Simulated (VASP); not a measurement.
# Cu (P6_3/mmc) in VASP: further runs, part 2 of 3

VASP 6.6.1. The steps go on from the part before.

## (3) Single point, PBEsol

This run uses another cell than the first one, of 11.44 Å³/atom, 1.020 times its volume.

Input file INCAR:

```
SYSTEM = Cu
PREC     = Accurate       ! precision mode
ENCUT    = 520            ! plane-wave cutoff, eV
EDIFF    = 1E-6           ! SCF threshold, eV
ISMEAR   = -1             ! smearing method
SIGMA    = 0.05           ! smearing width, eV
LREAL    = .FALSE.        ! projectors in reciprocal space
LASPH    = .TRUE.         ! aspherical terms in the spheres
NELM     = 100            ! most SCF steps
ALGO     = Normal         ! electronic algorithm
ISIF     = 2              ! what is computed and relaxed
LWAVE    = .FALSE.        ! write WAVECAR
LCHARG   = .FALSE.        ! write CHGCAR
GGA      = PS             ! functional
NBANDS   = 18             ! bands
```

Input file KPOINTS:

```
Automatic mesh
0
G
  13 13 7
  0 0 0
```

Input file POSCAR:

```
Cu
1.0
    2.5340970000      0.0000000000      0.0000000000
   -1.2670480000      2.1945920000      0.0000000000
    0.0000000000      0.0000000000      4.1125710000
Cu
2
Direct
    0.3333333333      0.6666666667      0.2500000000
    0.6666666667      0.3333333333      0.7500000000
```

Potentials or basis: VASP PAW PBE potentials, release 64 (Cu).

Started as:

```
$ cat potpaw_PBE.64/Cu/POTCAR > POTCAR
$ mpirun -np 1 vasp_std > vasp.out
```

Run time: 15 s. Hardware: 1 thread of Intel Xeon Platinum 8559C (Emerald Rapids), shared host; peak memory 0.15 GiB.

Results (log left out):

| Property | Result |
| --- | --- |
| Free energy | -8.6103 eV |
| Pressure | -1.1 GPa |
| Band gap on the k mesh | zero (band 11 reaches 10.86 eV, above the bottom of band 12 at 5.88 eV) |

Stress tensor (GPa, compression positive):
```
-2.28  0.00  0.00
 0.00 -2.28  0.00
 0.00  0.00  1.33
```

Levels at points of the mesh, in eV from the Fermi level:
```
           k point  band 8  band 9  band 10  band 11  band 12  band 13  band 14  band 15
(0.00, 0.00, 0.00)   -2.57   -2.57    -1.77    -1.77    -1.07     3.98    21.51    22.04
```

Caveat: the PAW data sets were made with another functional, which shifts forces and pressure a little.

## (4) Single point, PBEsol

This run uses another cell than the first one, of 11.66 Å³/atom, 1.041 times its volume.

Input file INCAR:

```
SYSTEM = Cu
ALGO = Normal
EDIFF = 1E-6
ENCUT = 520
GGA = PS
ISIF = 2
ISMEAR = -1
LASPH = .True.
LCHARG = .True.
LELF = .True.
LREAL = .False.
LVHAR = .True.
LWAVE = .False.
NBANDS = 18
NELM = 60
PREC = Accurate
SIGMA = 0.05
```

Input file KPOINTS:

```
k-points
0
Gamma
  13 13 7
  0 0 0
```

Input file POSCAR:

```
Cu
1.0
    2.5508795884      0.0000000000      0.0000000000
   -1.2754392909      2.2091261454      0.0000000000
    0.0000000000      0.0000000000      4.1398073633
Cu
2
Direct
    0.3333333333      0.6666666667      0.2500000000
    0.6666666667      0.3333333333      0.7500000000
```

Potentials or basis: VASP PAW PBE potentials, release 64 (Cu).

Started as:

```
$ cat potpaw_PBE.64/Cu/POTCAR > POTCAR
$ mpirun -np 1 vasp_std > vasp.out
```

OUTCAR:

```text
SYSTEM = Cu
   EDIFF = 1E-6
   ENCUT = 520
   GGA = PS
   ISIF = 2
   ISMEAR = -1
   LASPH = .True.
   LREAL = .False.
   NELM = 60
   PREC = Accurate

 ion  position               nearest neighbor table
   1  0.333  0.667  0.250-   2 2.54   2 2.54   2 2.54   2 2.54   2 2.54   2 2.54
   2  0.667  0.333  0.750-   1 2.54   1 2.54   1 2.54   1 2.54   1 2.54   1 2.54

  LATTYP: Found a hexagonal cell.
 ALAT       =     2.5508795884
 C/A-ratio  =     1.6228940724

  Lattice vectors:

 A1 = (   2.5508795884,   0.0000000000,   0.0000000000)
 A2 = (  -1.2754392909,   2.2091261454,   0.0000000000)
 A3 = (   0.0000000000,   0.0000000000,   4.1398073633)

Analysis of symmetry for initial positions (statically):
=====================================================================
 Subroutine PRICEL returns:
 Original cell was already a primitive cell.

 Routine SETGRP: Setting up the symmetry group for a
 hexagonal supercell.

 Subroutine GETGRP returns: Found 24 space group operations
 (whereof 12 operations were pure point group operations)
 out of a pool of 24 trial point group operations.

The static configuration has the point symmetry D_3d.
 The point group associated with its full space group is D_6h.

Analysis of symmetry for dynamics (positions and initial velocities):
=====================================================================
 Subroutine PRICEL returns:
 Original cell was already a primitive cell.

 Routine SETGRP: Setting up the symmetry group for a
 hexagonal supercell.

 Subroutine GETGRP returns: Found 24 space group operations
 (whereof 12 operations were pure point group operations)
 out of a pool of 24 trial point group operations.

The dynamic configuration has the point symmetry D_3d.
 The point group associated with its full space group is D_6h.

 Subroutine INISYM returns: Found 24 space group operations
 (whereof 12 operations are pure point group operations),
 and found     1 'primitive' translations

----------------------------------------------------------------------------------------

                                     Primitive cell

  volume of cell :      23.3287

  direct lattice vectors                    reciprocal lattice vectors
     2.550879588  0.000000000  0.000000000     0.392021640  0.226333749  0.000000000
    -1.275439291  2.209126145  0.000000000     0.000000000  0.452667677  0.000000000
     0.000000000  0.000000000  4.139807363     0.000000000  0.000000000  0.241557134

  length of vectors
     2.550879588  2.550879008  4.139807363     0.452667574  0.452667677  0.241557134

  position of ions in fractional coordinates (direct lattice)
     0.333333333  0.666666667  0.250000000
     0.666666667  0.333333333  0.750000000

  ion indices of the primitive-cell ions
   primitive index   ion index
                 1           1
                 2           2

----------------------------------------------------------------------------------------

 KPOINTS: k-points

Automatic generation of k-mesh.
 Grid dimensions read from file:
 generate k-points for:   13   13    7

 Generating k-lattice:

  Cartesian coordinates                     Fractional coordinates (reciprocal lattice)
     0.030155511  0.017410288  0.000000000     0.076923077  0.000000000  0.000000000
     0.000000000  0.034820591  0.000000000     0.000000000  0.076923077  0.000000000
     0.000000000  0.000000000  0.034508162     0.000000000  0.000000000  0.142857143

  Length of vectors
     0.034820583  0.034820591  0.034508162

  Shift w.r.t. Gamma in fractional coordinates (k-lattice)
     0.000000000  0.000000000  0.000000000

 Subroutine IBZKPT returns following result:
 ===========================================

 Found     84 irreducible k-points:

 Following reciprocal coordinates:
            Coordinates               Weight
  0.000000  0.000000  0.000000      1.000000
  0.076923  0.000000  0.000000      6.000000
  0.153846  0.000000  0.000000      6.000000
  0.230769  0.000000  0.000000      6.000000
  0.307692  0.000000  0.000000      6.000000
  0.384615  0.000000  0.000000      6.000000
[... 16 lines left out ...]
  0.076923  0.000000  0.142857     12.000000
  0.153846  0.000000  0.142857     12.000000
 [... further k-points ...]
   k-points           NKPTS =     84   k-points in BZ     NKDIM =     84   number of bands    NBANDS=     18
   number of dos      NEDOS =    301   number of ions     NIONS =      2
   total plane-waves  NPLWV =  12800
   dimension x,y,z NGX =    20 NGY =   20 NGZ =   32
   dimension x,y,z NGXF=    40 NGYF=   40 NGZF=   64
   ions per type =               2
   NGX,Y,Z   is equivalent  to a cutoff of  13.03, 13.03, 12.85 a.u.
   NGXF,Y,Z  is equivalent  to a cutoff of  26.07, 26.07, 25.70 a.u.
 SYSTEM =  Cu
   PREC   = accura    normal or accurate (medium, high low for compatibility)
   ISTART =      0    job   : 0-new  1-cont  2-samecut
   ICHARG =      2    charge: 1-file 2-atom 10-const
   ISPIN  =      1    spin polarized calculation?
   LNONCOLLINEAR =      F non collinear calculations
   LSORBIT =      F    spin-orbit coupling
   LASPH  =      T    aspherical Exc in radial PAW
   ENCUT  =  520.0 eV  38.22 Ry    6.18 a.u.   4.74  4.74  7.70*2*pi/ulx,y,z
   NELM   =     60;   NELMIN=  2; NELMDL= -5     # of ELM steps
   EDIFF  = 0.1E-05   stopping-criterion for ELM
   LREAL  =      F    real-space projection
   EDIFFG = 0.1E-04   stopping-criterion for IOM
   NSW    =      0    number of steps for IOM
   IBRION =     -1    ionic relax: 0-MD 1-quasi-New 2-CG
   NFREE  =      0    steps in history (QN), initial steepest desc. (CG)
   ISIF   =      2    stress and relaxation
   ISYM   =      2    0-nonsym 1-usesym 2-fastsym
   POTIM  = 0.5000    time-step for ionic-motion
   TEBEG  =    0.0;   TEEND  =   0.0 temperature during run
   PSTRESS=    0.0 pullay stress
   NELECT =      22.0000    total number of electrons
   NUPDOWN=      -1.0000    fix difference up-down
   EMIN   =  10.00;   EMAX   =-10.00  energy-range for DOS
   EFERMI =   0.00;   METHOD = LEGACY
   ISMEAR =    -1;   SIGMA  =   0.05  broadening in eV -4-tet -1-fermi 0-gaus
   EFERMI_NEDOS =   21; number of points for ismear=-14 and -15
   IALGO  =     38    algorithm
   IMIX   =      4    mixing-type and parameters
     AMIX     =   0.40;   BMIX     =  1.00
     AMIX_MAG =   1.60;   BMIX_MAG =  1.00
  volume/ion in A,a.u.               =      11.66        78.71
  Fermi-wavevector in a.u.,A,eV,Ry     =   1.605408  3.033782 35.066786  2.577336
  Thomas-Fermi vector in A             =   2.701759
   LORBIT       =      0    0 simple, 1 ext, 2 COOP (PROOUT), +10 PAW based schemes
   GGA     = PS    functional components
   LHFCALC =     F    Hartree Fock is set to
   AEXX    =    0.0000 exact exchange contribution
   IVDW    =     0    specifies the selected vdW correction
   LEPSILON=     F    determine dielectric tensor
   LRPA    =     F    only Hartree local field effects (RPA)
 non-spin polarized calculation
  energy-cutoff  :      520.00
  volume of cell :       23.33
 maximum number of plane-waves:       646
 NGX is ok and might be reduce to    20
   NGX =  9   NGY =  9   NGZ = 15

 number of electron      21.9999986 magnetization

 Free energy of the ion-electron system (eV)
  ---------------------------------------------------
  ext. energy  EPLUGINS =         0.00000000
  ---------------------------------------------------
  free energy    TOTEN  =        -8.60324718 eV

  energy without entropy =       -8.60056975  energy(sigma->0) =       -8.60190847

 E-fermi :   7.5534     XC(G=0): -12.9807

 val. band max:        7.4570747521   @ k =   0.3846   0.0000   0.4286
 cond. band min:       7.6102016844   @ k =   0.1538   0.0000   0.1429
 fundamental gap:      0.1531269324
 Fermi energy:         7.5533671754

 k-point     1 :       0.0000    0.0000    0.0000
  band No.  band energies     occupation
      1      -1.9298      2.00000
      2       2.3973      2.00000
      3       4.5022      2.00000
      4       4.5403      2.00000
      5       4.5403      2.00000
      6       4.7574      2.00000
[... 10 lines left out ...]
     17      30.9830      0.00000
     18      30.9831      0.00000

 k-point     2 :       0.0769    0.0000    0.0000
  band No.  band energies     occupation
      1      -1.7376      2.00000
      2       2.5074      2.00000
      3       4.3779      2.00000
      4       4.6106      2.00000
      5       4.6443      2.00000
      6       4.7258      2.00000
[... 10 lines left out ...]
     17      32.0646      0.00000
     18      32.0845      0.00000
[... 442 lines left out ...]
 k-point    24 :       0.1538    0.0000    0.1429
  band No.  band energies     occupation
      1      -0.9898      2.00000
      2       2.7232      2.00000
      3       4.2144      2.00000
      4       4.2590      2.00000
      5       4.5584      2.00000
      6       4.7182      2.00000
[... 10 lines left out ...]
     17      28.7301      0.00000
     18      30.1304      0.00000

 [... further k-points ...]
[... 5 lines left out ...]
  --------------------------------------------------------------------------------------
  -------------------------------------------------------------------------------------
  Total       -0.7610432     -0.7610429     -0.2610663     -0.0000002      0.0000000      0.0000000
  in kB      -52.2672061    -52.2671881    -17.9296070     -0.0000119      0.0000000      0.0000000
  external PRESSURE =     -40.8213337 kB  Pullay stress =       0.0000000 kB

 VOLUME and BASIS-vectors are now :
 -----------------------------------------------------------------------------
  energy-cutoff  :      520.00
  volume of cell :       23.33
      direct lattice vectors                 reciprocal lattice vectors
     2.550879588  0.000000000  0.000000000     0.392021640  0.226333749  0.000000000
    -1.275439291  2.209126145  0.000000000     0.000000000  0.452667677  0.000000000
     0.000000000  0.000000000  4.139807363     0.000000000  0.000000000  0.241557134

 POSITION                                       TOTAL-FORCE (eV/Angst)
 -----------------------------------------------------------------------------------
      0.00000      1.47275      1.03495        -0.000000      0.000000      0.000000
      1.27544      0.73638      3.10486         0.000000     -0.000000     -0.000000
 -----------------------------------------------------------------------------------
    total drift:                               -0.000000      0.000000     -0.000000

  FREE ENERGIE OF THE ION-ELECTRON SYSTEM (eV)
  ---------------------------------------------------
  free  energy   TOTEN  =        -8.6032471843 eV

  energy  without entropy=       -8.6005697549  energy(sigma->0) =       -8.60190847
```

Wall time 18 s (1 thread of Intel Xeon Platinum 8559C (Emerald Rapids), shared host); peak memory 0.15 GiB.

Results:

| Quantity | Value |
| --- | --- |
| Free energy | -8.6032 eV |
| Pressure | -4.1 GPa |
| Band gap on the k mesh | zero (band 11 reaches 10.57 eV, above the bottom of band 12 at 5.66 eV) |

Levels at points of the mesh, in eV from the Fermi level:
| k point | band 8 | band 9 | band 10 | band 11 | band 12 | band 13 | band 14 | band 15 |
| --- | --- | --- | --- | --- | --- | --- | --- | --- |
| (0.00, 0.00, 0.00) | -2.52 | -2.52 | -1.74 | -1.74 | -1.01 | 3.88 | 21.36 | 21.74 |

Caveat: the PAW data sets were made with another functional, which shifts forces and pressure a little.

[end of part 2 of 3]
